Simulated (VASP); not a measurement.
# CdSe (P3m1) in VASP: further runs

Runs on CdSe. Level: PBE. Tasks: single point.

Program: VASP 6.6.1. These are calculated values, not measurements. Logs are shortened: lines on timing, memory, paths and dates and some standing lists are left out, and cuts for length are marked.

### Step 1. The cell of the first run

It takes space group P3m1 (No. 156, trigonal). Conventional cell: a = 4.298 Å, b = 4.298 Å, c = 7.015 Å, α = 90.00°, β = 90.00°, γ = 120.00°. Cd (site symmetry 3m) has 4 Se at 2.52 to 3.08 Å within 3.3 Å. Within 3.5 Å of Cd (site symmetry 3m) lie 4 Se at 2.63 Å. Within 3.5 Å of Se (site symmetry 3m) lie 4 Cd at 2.63 to 3.08 Å. Within 3.3 Å of Se (site symmetry 3m) lie 4 Cd at 2.52 to 2.63 Å.

### Step 2. Single point, PBE (atom 1 (Cd) moved by (+0.000, -0.450) A along x and z)

Input file INCAR:

```
  PREC = Accurate
  ENCUT = 520
  EDIFF = 1E-7
  ISMEAR = 0
  SIGMA = 0.05
  LREAL = False
  LASPH = True
  NELM = 100
  ALGO = Normal
  ISIF = 2
  LWAVE = False
  LCHARG = False
  GGA = PE
  NBANDS = 26
```

Input file KPOINTS:

```
Automatic mesh
0
Gamma
  6 6 4
```

Input file POSCAR:

```
CdSe
1.0
    4.2984999142      0.0000000000      0.0000000000
   -2.1492499571      3.7226101239      0.0000000000
    0.0000000000      0.0000000000      7.0152000000
Cd Se
2 2
Direct
    0.6666666667      0.3333333333     -0.0641464249
    0.3333333333      0.6666666667      0.5000000000
    0.6666666667      0.3333333333      0.3750000000
    0.3333333333      0.6666666667      0.8750000000
```

Potentials or basis: VASP PAW PBE potentials, release 64 (Cd, Se).

On the command line:

```
$ cat potpaw_PBE.64/Cd/POTCAR potpaw_PBE.64/Se/POTCAR > POTCAR
$ mpirun -np 1 vasp_std > vasp.out
```

OUTCAR:

```text
PREC = Accurate
   ENCUT = 520
   EDIFF = 1E-7
   ISMEAR = 0
   LREAL = False
   LASPH = True
   NELM = 100
   ISIF = 2
   GGA = PE

 ion  position               nearest neighbor table
   1  0.667  0.333  0.936-   4 2.52   4 2.52   4 2.52   3 3.08
   2  0.333  0.667  0.500-   4 2.63   3 2.63   3 2.63   3 2.63
   3  0.667  0.333  0.375-   2 2.63   2 2.63   2 2.63   1 3.08
   4  0.333  0.667  0.875-   1 2.52   1 2.52   1 2.52   2 2.63

  LATTYP: Found a hexagonal cell.
 ALAT       =     4.2984999142
 C/A-ratio  =     1.6320111993

  Lattice vectors:

 A1 = (   4.2984999142,   0.0000000000,   0.0000000000)
 A2 = (  -2.1492499571,   3.7226101239,   0.0000000000)
 A3 = (   0.0000000000,   0.0000000000,   7.0152000000)

Analysis of symmetry for initial positions (statically):
=====================================================================
 Subroutine PRICEL returns:
 Original cell was already a primitive cell.

 Routine SETGRP: Setting up the symmetry group for a
 hexagonal supercell.

 Subroutine GETGRP returns: Found  6 space group operations
 (whereof  6 operations were pure point group operations)
 out of a pool of 24 trial point group operations.

The static configuration has the point symmetry C_3v.

Analysis of symmetry for dynamics (positions and initial velocities):
=====================================================================
 Subroutine PRICEL returns:
 Original cell was already a primitive cell.

 Routine SETGRP: Setting up the symmetry group for a
 hexagonal supercell.

 Subroutine GETGRP returns: Found  6 space group operations
 (whereof  6 operations were pure point group operations)
 out of a pool of 24 trial point group operations.

The dynamic configuration has the point symmetry C_3v.

 Subroutine INISYM returns: Found  6 space group operations
 (whereof  6 operations are pure point group operations),
 and found     1 'primitive' translations

----------------------------------------------------------------------------------------

                                     Primitive cell

  volume of cell :     112.2547

  direct lattice vectors                    reciprocal lattice vectors
     4.298499914  0.000000000  0.000000000     0.232639297  0.134314361  0.000000000
    -2.149249957  3.722610124  0.000000000     0.000000000  0.268628722  0.000000000
     0.000000000  0.000000000  7.015200000     0.000000000  0.000000000  0.142547611

  length of vectors
     4.298499914  4.298499914  7.015200000     0.268628722  0.268628722  0.142547611

  position of ions in fractional coordinates (direct lattice)
     0.666666667  0.333333333  0.935853575
     0.333333333  0.666666667  0.500000000
     0.666666667  0.333333333  0.375000000
     0.333333333  0.666666667  0.875000000

  ion indices of the primitive-cell ions
   primitive index   ion index
                 1           1
                 2           2
                 3           3
                 4           4

----------------------------------------------------------------------------------------

 KPOINTS: Automatic mesh

Automatic generation of k-mesh.
 Grid dimensions read from file:
 generate k-points for:    6    6    4

 Generating k-lattice:

  Cartesian coordinates                     Fractional coordinates (reciprocal lattice)
     0.038773216  0.022385727  0.000000000     0.166666667  0.000000000  0.000000000
     0.000000000  0.044771454  0.000000000     0.000000000  0.166666667  0.000000000
     0.000000000  0.000000000  0.035636903     0.000000000  0.000000000  0.250000000

  Length of vectors
     0.044771454  0.044771454  0.035636903

  Shift w.r.t. Gamma in fractional coordinates (k-lattice)
     0.000000000  0.000000000  0.000000000

 Subroutine IBZKPT returns following result:
 ===========================================

 Found     24 irreducible k-points:

 Following reciprocal coordinates:
            Coordinates               Weight
  0.000000  0.000000  0.000000      1.000000
  0.166667  0.000000  0.000000      6.000000
  0.333333  0.000000  0.000000      6.000000
  0.500000  0.000000  0.000000      3.000000
  0.166667  0.166667  0.000000      6.000000
  0.333333  0.166667  0.000000     12.000000
[... 16 lines left out ...]
  0.333333  0.166667  0.500000     12.000000
  0.333333  0.333333  0.500000      2.000000
   k-points           NKPTS =     24   k-points in BZ     NKDIM =     24   number of bands    NBANDS=     26
   number of dos      NEDOS =    301   number of ions     NIONS =      4
   total plane-waves  NPLWV =  55296
   dimension x,y,z NGX =    32 NGY =   32 NGZ =   54
   dimension x,y,z NGXF=    64 NGYF=   64 NGZF=  108
   ions per type =               2   2
   NGX,Y,Z   is equivalent  to a cutoff of  12.38, 12.38, 12.80 a.u.
   NGXF,Y,Z  is equivalent  to a cutoff of  24.75, 24.75, 25.59 a.u.
 SYSTEM =  unknown system
   PREC   = accura    normal or accurate (medium, high low for compatibility)
   ISTART =      0    job   : 0-new  1-cont  2-samecut
   ICHARG =      2    charge: 1-file 2-atom 10-const
   ISPIN  =      1    spin polarized calculation?
   LNONCOLLINEAR =      F non collinear calculations
   LSORBIT =      F    spin-orbit coupling
   LASPH  =      T    aspherical Exc in radial PAW
   ENCUT  =  520.0 eV  38.22 Ry    6.18 a.u.   7.99  7.99 13.04*2*pi/ulx,y,z
   NELM   =    100;   NELMIN=  2; NELMDL= -5     # of ELM steps
   EDIFF  = 0.1E-06   stopping-criterion for ELM
   LREAL  =      F    real-space projection
   EDIFFG = 0.1E-05   stopping-criterion for IOM
   NSW    =      0    number of steps for IOM
   IBRION =     -1    ionic relax: 0-MD 1-quasi-New 2-CG
   NFREE  =      0    steps in history (QN), initial steepest desc. (CG)
   ISIF   =      2    stress and relaxation
   ISYM   =      2    0-nonsym 1-usesym 2-fastsym
   POTIM  = 0.5000    time-step for ionic-motion
   TEBEG  =    0.0;   TEEND  =   0.0 temperature during run
   PSTRESS=    0.0 pullay stress
   NELECT =      36.0000    total number of electrons
   NUPDOWN=      -1.0000    fix difference up-down
   EMIN   =  10.00;   EMAX   =-10.00  energy-range for DOS
   EFERMI =   0.00;   METHOD = LEGACY
   ISMEAR =     0;   SIGMA  =   0.05  broadening in eV -4-tet -1-fermi 0-gaus
   EFERMI_NEDOS =   21; number of points for ismear=-14 and -15
   IALGO  =     38    algorithm
   IMIX   =      4    mixing-type and parameters
     AMIX     =   0.40;   BMIX     =  1.00
     AMIX_MAG =   1.60;   BMIX_MAG =  1.00
  volume/ion in A,a.u.               =      28.06       189.38
  Fermi-wavevector in a.u.,A,eV,Ry     =   1.120575  2.117579 17.084668  1.255688
  Thomas-Fermi vector in A             =   2.257222
   LORBIT       =      0    0 simple, 1 ext, 2 COOP (PROOUT), +10 PAW based schemes
   GGA     = PE    functional components
   LHFCALC =     F    Hartree Fock is set to
   AEXX    =    0.0000 exact exchange contribution
   IVDW    =     0    specifies the selected vdW correction
   LEPSILON=     F    determine dielectric tensor
   LRPA    =     F    only Hartree local field effects (RPA)
 non-spin polarized calculation
 Gauss-broadening in eV      SIGMA  =   0.05
  energy-cutoff  :      520.00
  volume of cell :      112.25
 maximum number of plane-waves:      3042
   NGX = 15   NGY = 15   NGZ = 27

 number of electron      35.9999998 magnetization

 Free energy of the ion-electron system (eV)
  ---------------------------------------------------
  ext. energy  EPLUGINS =         0.00000000
  ---------------------------------------------------
  free energy    TOTEN  =       -10.54643116 eV

  energy without entropy =      -10.54643116  energy(sigma->0) =      -10.54643116

 E-fermi :   1.3468     XC(G=0):  -8.8802

 val. band max:        1.1551950107   @ k =   0.0000   0.0000   0.0000
 cond. band min:       1.5332295976   @ k =   0.0000   0.0000   0.0000
 fundamental gap:      0.3780345869
 Fermi energy:         1.3467533706

 k-point     1 :       0.0000    0.0000    0.0000
  band No.  band energies     occupation
      1     -12.2567      2.00000
      2     -10.8416      2.00000
      3      -7.6299      2.00000
      4      -7.6299      2.00000
      5      -7.0637      2.00000
      6      -7.0637      2.00000
[... 18 lines left out ...]
     25       7.9078      0.00000
     26       8.5418      0.00000

 k-point     2 :       0.1667    0.0000    0.0000
  band No.  band energies     occupation
      1     -12.1781      2.00000
      2     -10.7833      2.00000
      3      -7.5706      2.00000
      4      -7.5678      2.00000
      5      -7.1199      2.00000
      6      -7.0677      2.00000
[... 18 lines left out ...]
     25       8.3100      0.00000
     26       8.4080      0.00000

 k-point     3 :       0.3333    0.0000    0.0000
  band No.  band energies     occupation
      1     -12.0182      2.00000
      2     -10.6661      2.00000
      3      -7.4371      2.00000
      4      -7.3859      2.00000
      5      -7.1698      2.00000
      6      -7.0736      2.00000
[... 18 lines left out ...]
     25       8.8334      0.00000
     26       9.4643      0.00000

 k-point     4 :       0.5000    0.0000    0.0000
  band No.  band energies     occupation
      1     -11.9371      2.00000
      2     -10.6073      2.00000
      3      -7.3690      2.00000
      4      -7.2816      2.00000
      5      -7.1477      2.00000
      6      -7.0742      2.00000
[... 18 lines left out ...]
     25       8.8951      0.00000
     26      10.4246      0.00000

 k-point     5 :       0.1667    0.1667    0.0000
  band No.  band energies     occupation
      1     -12.0587      2.00000
      2     -10.6956      2.00000
      3      -7.4924      2.00000
      4      -7.4200      2.00000
      5      -7.1617      2.00000
      6      -7.0767      2.00000
[... 18 lines left out ...]
     25       8.7921      0.00000
     26       9.4412      0.00000

 k-point     6 :       0.3333    0.1667    0.0000
  band No.  band energies     occupation
      1     -11.9380      2.00000
      2     -10.6082      2.00000
      3      -7.3810      2.00000
      4      -7.2631      2.00000
      5      -7.1751      2.00000
      6      -7.0900      2.00000
[... 427 lines left out ...]
 k-point    21 :       0.5000    0.0000    0.5000
  band No.  band energies     occupation
      1     -11.9300      2.00000
      2     -10.5996      2.00000
      3      -7.3683      2.00000
      4      -7.2959      2.00000
      5      -7.1635      2.00000
      6      -7.0705      2.00000
[... 18 lines left out ...]
     25       8.9349      0.00000
     26       9.6946      0.00000

 k-point    22 :       0.1667    0.1667    0.5000
  band No.  band energies     occupation
      1     -12.0460      2.00000
      2     -10.6973      2.00000
      3      -7.4935      2.00000
      4      -7.4229      2.00000
      5      -7.1703      2.00000
      6      -7.0746      2.00000
[... 18 lines left out ...]
     25       8.6518      0.00000
     26       8.7022      0.00000

 k-point    23 :       0.3333    0.1667    0.5000
  band No.  band energies     occupation
      1     -11.9309      2.00000
      2     -10.6005      2.00000
      3      -7.3813      2.00000
      4      -7.2754      2.00000
      5      -7.1874      2.00000
      6      -7.0868      2.00000
[... 18 lines left out ...]
     25       8.7830      0.00000
     26       9.2570      0.00000

 k-point    24 :       0.3333    0.3333    0.5000
  band No.  band energies     occupation
      1     -11.8932      2.00000
      2     -10.5691      2.00000
      3      -7.3317      2.00000
      4      -7.2386      2.00000
      5      -7.1903      2.00000
      6      -7.1196      2.00000
[... 18 lines left out ...]
     25       9.0964      0.00000
     26       9.6508      0.00000

------------------------ aborting loop because EDIFF is reached ----------------------------------------

  FORCE on cell =-STRESS in cart. coord.  units (eV):
  Direction    XX          YY          ZZ          XY          YZ          ZX
  --------------------------------------------------------------------------------------
  -------------------------------------------------------------------------------------
  Total        4.3119999      4.3119999      1.0797092      0.0000000      0.0000000      0.0000000
  in kB       61.5438683     61.5438683     15.4103630      0.0000000      0.0000000      0.0000000
  external PRESSURE =      46.1660332 kB  Pullay stress =       0.0000000 kB

 VOLUME and BASIS-vectors are now :
 -----------------------------------------------------------------------------
  energy-cutoff  :      520.00
  volume of cell :      112.25
      direct lattice vectors                 reciprocal lattice vectors
     4.298499914  0.000000000  0.000000000     0.232639297  0.134314361  0.000000000
    -2.149249957  3.722610124  0.000000000     0.000000000  0.268628722  0.000000000
     0.000000000  0.000000000  7.015200000     0.000000000  0.000000000  0.142547611

 POSITION                                       TOTAL-FORCE (eV/Angst)
 -----------------------------------------------------------------------------------
      2.14925      1.24087      6.56520        -0.000000     -0.000000      1.176438
     -0.00000      2.48174      3.50760        -0.000000      0.000000     -0.568891
      2.14925      1.24087      2.63070        -0.000000      0.000000     -0.546043
     -0.00000      2.48174      6.13830         0.000000      0.000000     -0.061504
 -----------------------------------------------------------------------------------
    total drift:                               -0.000000     -0.000000     -0.000165

  FREE ENERGIE OF THE ION-ELECTRON SYSTEM (eV)
  ---------------------------------------------------
  free  energy   TOTEN  =       -10.5464311614 eV

  energy  without entropy=      -10.5464311610  energy(sigma->0) =      -10.54643116
```

It took 89 s on 1 thread of AMD EPYC 7R13, shared host; peak memory 0.22 GiB.

Results:

| Property | Result |
| --- | --- |
| Free energy | -10.5464 eV |
| Pressure | 4.6 GPa |
| Largest force | 1.176 eV/Å |
| Band gap on the k mesh | 0.38 eV, direct |

Forces on the atoms (eV/Å):
```
Cd   0.000  0.000  1.176
Cd   0.000  0.000 -0.569
Se   0.000  0.000 -0.546
Se   0.000  0.000 -0.062
```

Caveat: the cell differs from its parent crystal (atom 1 (Cd) moved by (+0.000, -0.450) A along x and z); forces of over 1 eV/Å act on the atoms, so gaps and moduli don't describe the material at rest.

### Step 3. Single point, PBE (atom 1 (Cd) moved by (+0.000, +0.450) A along x and z)

Input file INCAR:

```
SYSTEM = CdSe
  PREC = Accurate
  ENCUT = 520
  EDIFF = 1E-6
  ISMEAR = 0
  SIGMA = 0.05
  LREAL = .FALSE.
  LASPH = .TRUE.
  NELM = 60
  ALGO = Normal
  ISIF = 2
  LWAVE = .FALSE.
  LCHARG = .FALSE.
  GGA = PE
  NBANDS = 26
```

Input file KPOINTS:

```
Automatic mesh
0
G
  6 6 4
  0 0 0
```

Edit POSCAR of step 2 so:

```diff
@@ -8,3 +8,3 @@
 Direct
-    0.6666666667      0.3333333333     -0.0641464249
+    0.6666666667      0.3333333333      0.0641464249
     0.3333333333      0.6666666667      0.5000000000
```

Potentials or basis: VASP PAW PBE potentials, release 64 (Cd, Se).

On the command line:

```
$ cat potpaw_PBE.64/Cd/POTCAR potpaw_PBE.64/Se/POTCAR > POTCAR
$ mpirun -np 1 vasp_std > vasp.out
```

Wall time 78 s (1 thread of AMD EPYC 7R13, shared host); peak memory 0.22 GiB.

It converged, with:

| Quantity | Value |
| --- | --- |
| Free energy | -9.7289 eV |
| Pressure | 7.1 GPa |
| Largest force | 6.944 eV/Å |
| Band gap on the k mesh | 0.25 eV, direct |

Forces in eV/Å, atoms in the order of the input:
```
Cd   0.000  0.000 -6.944
Cd   0.000  0.000  0.658
Se   0.000  0.000  5.602
Se   0.000  0.000  0.685
```

Stress tensor (GPa, compression positive):
```
 1.29  0.00  0.00
 0.00  1.29  0.00
 0.00  0.00 18.79
```

Levels at points of the mesh, in eV from the valence-band top:
```
           k point  band 14  band 15  band 16  band 17  band 18  band 19  band 20  band 21  band 22  band 23
(0.00, 0.00, 0.00)    -1.49    -1.49    -0.57     0.00     0.00     0.25     2.27     5.33     5.33     6.15
(0.50, 0.00, 0.00)    -3.81    -2.88    -2.48    -1.86    -0.52     2.57     3.42     4.16     5.51     5.72
(0.00, 0.00, 0.50)    -2.84    -1.35    -1.35    -0.19    -0.19     1.63     2.73     5.53     5.53     5.58
(0.50, 0.00, 0.50)    -4.09    -2.26    -1.95    -1.48    -0.89     2.17     2.59     4.27     5.24     6.79
```

Caveat: the cell differs from its parent crystal (atom 1 (Cd) moved by (+0.000, +0.450) A along x and z); forces of over 1 eV/Å act on the atoms, so gaps and moduli don't describe the material at rest.
